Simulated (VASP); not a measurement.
Write the native input for VASP 6.6.1 that does the following.

| Quantity | Value |
| --- | --- |
| Task | relaxation of cell and atoms |
| Functional | LDA |
| Potentials or basis | VASP PAW LDA potentials, release 64 (Be) |
| Cutoff | 600 eV |
| k mesh | 10 × 10 × 10 |
| Occupations | fermi-dirac, width 0.05 eV |
| Spin | no spin polarisation |
| Dipole correction | no |
| Further INCAR settings | ALGO = Normal; EDIFF = 1e-06; IBRION = 2; EDIFFG = -0.01; NSW = 80; ISIF = 3 |

The structure of Be lies in POSCAR:

```
Be
1.0
    0.0000000000      2.1900000000      2.1900000000
    2.1900000000      0.0000000000      2.1900000000
    2.1900000000      2.1900000000      0.0000000000
Be
2
Direct
    0.0000000000      0.0000000000      0.0000000000
    0.2500000000      0.2500000000      0.2500000000
```

These files were run (other wordings do the same):

INCAR

```
SYSTEM = Be
ALGO = Normal
EDIFF = 1E-6
EDIFFG = -0.01
ENCUT = 600
IBRION = 2
ISIF = 3
ISMEAR = -1
LASPH = .True.
LCHARG = .False.
LREAL = .False.
LWAVE = .False.
NELM = 100
NSW = 80
PREC = Accurate
SIGMA = 0.05
```

KPOINTS

```
k-points
0
Gamma
  10 10 10
  0 0 0
```

Potentials or basis: VASP PAW LDA potentials, release 64 (Be).

Command:

```sh
$ cat potpaw_LDA.64/Be/POTCAR > POTCAR
$ mpirun -np 1 vasp_std > vasp.out
```

Results of the run:

```
Relaxed volume                         : 14.07 Å³/atom
Relaxed cell                           : a = 3.415 Å, b = 3.415 Å, c = 3.415 Å, α = 60.00°, β = 60.00°, γ = 60.00°
Space group after relaxing (to 0.05 Å) : Fd-3m (No. 227)
Energy gained by relaxing              : 207.2 meV/atom
Ionic steps                            : 5
Pressure after relaxing                : 0.1 GPa
Band gap on the k mesh                 : zero (band 2 reaches 6.65 eV, above the bottom of band 3 at 0.45 eV)
```

Caveat: the volume moved by over 15 % at a fixed basis, so the end points are rough.

It took 13 s on 1 thread of Intel Xeon 6975P-C, with other jobs on the host, peak memory 0.13 GiB.
